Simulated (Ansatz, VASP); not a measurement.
**One calculation of Al2O3, two programs**

```
Al O
1.0
     4.75333    0.00000    0.00000
     0.00000    9.23806    0.00000
     0.00000    0.00000    2.97459
Al O
4 6
Direct
  0.41388 0.33100 0.50000
  0.58612 0.66900 0.50000
  0.91388 0.16900 0.00000
  0.08612 0.83100 0.00000
  0.73156 0.22269 0.50000
  0.00000 0.00000 0.00000
  0.76844 0.72269 0.00000
  0.23156 0.27731 0.00000
  0.26844 0.77731 0.50000
  0.50000 0.50000 0.50000
```

Change from the starting cell: strain +0.0350 x Voigt [1, -1, 0, 0, 0, 0], atoms carried along.

Alike in both runs: task single point; functional LDA; k mesh 6 × 4 × 8; occupations gaussian, width 0.05 eV; no spin polarisation.

|  | VASP | Ansatz |
| --- | --- | --- |
| version | VASP 6.6.1 | Ansatz 0.2.0 |
| potentials or method | VASP PAW LDA potentials, release 64 (Al, O), cutoff 520 eV | scalar-relativistic, plane waves, PAW |
| valence electrons in the cell | 48 | 48 |

|  | VASP | Ansatz | Ansatz less VASP |
| --- | --- | --- | --- |
| gap on the k mesh at the Fermi level (eV) | 3.79 | 3.80 | +0.016 |
| least direct gap on the mesh (eV) | 3.79 | 3.80 | +0.016 |
| pressure (GPa) | 3.8 | 2.8 | -0.97 |
| traceless stress, the component that is largest in VASP (GPa) | 12.09 | 11.32 | -0.769 |
| rms of the force components (eV/Å) | 0.756 | 0.704 | -0.0521 |

LDA's correlation is that of Perdew and Zunger in VASP and of Perdew and Wang (1992) in Ansatz. Atom by atom the forces differ by 0.053 eV/Å (rms over components).
